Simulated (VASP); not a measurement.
Runs of VASP 6.6.1 on TiO2. The structure is that of space group I4_1/amd (No. 141), or close to it. The cells are those of the table. 

| cell | gap on the mesh (eV) | pressure (GPa) | largest force (eV/Å) |
| --- | --- | --- | --- |
| a = 5.543 Å, angles 141.1, 141.1, 56.2°, 6 atoms | 2.91 | 21.1 | 0.02 |
| a = 5.404 Å, angles 137.2, 137.2, 62.1°, 6 atoms | (d) | 5.3 | 1.41 |
| a = 5.891 Å, angles 143.5, 143.5, 52.6°, 6 atoms | 2.75 | 5.1 | 0.91 |
| a = 5.658 Å, angles 141.9, 141.9, 54.9°, 6 atoms | 2.85 | (b) | 0.41 |
| a = 5.871 Å, angles 144.0, 144.0, 51.8°, 6 atoms | 2.90 | 14.2 | 1.10 |
| a = 5.494 Å, angles 138.6, 138.6, 59.9°, 6 atoms | (a) | 3.9 | 0.71 |
| a = 5.246 Å, angles 137.3, 137.3, 61.9°, 6 atoms | 2.92 | 29.4 | 2.56 |
| a = 5.472 Å, angles 139.2, 139.2, 59.1°, 6 atoms | 2.77 | (c) | 0.73 |

Alike in all rows: task single point; level PBE+U; potentials or basis VASP PAW PBE potentials, release 64 (Ti_sv, O); no spin polarisation; Ti d U = 4.0 eV; k mesh 8 × 8 × 8; cutoff (eV) 520; smearing gaussian 0.05 eV.

**Question.** Fill in the values left out.

**Answer.** (a) 2.67; (b) 14.6; (c) 10.9; (d) 2.68.

Caveats: the cell stands under pressure; forces of over 1 eV/Å act on the atoms, so gaps and moduli don't describe the material at rest (at least some runs).

A k mesh can miss the band edges.
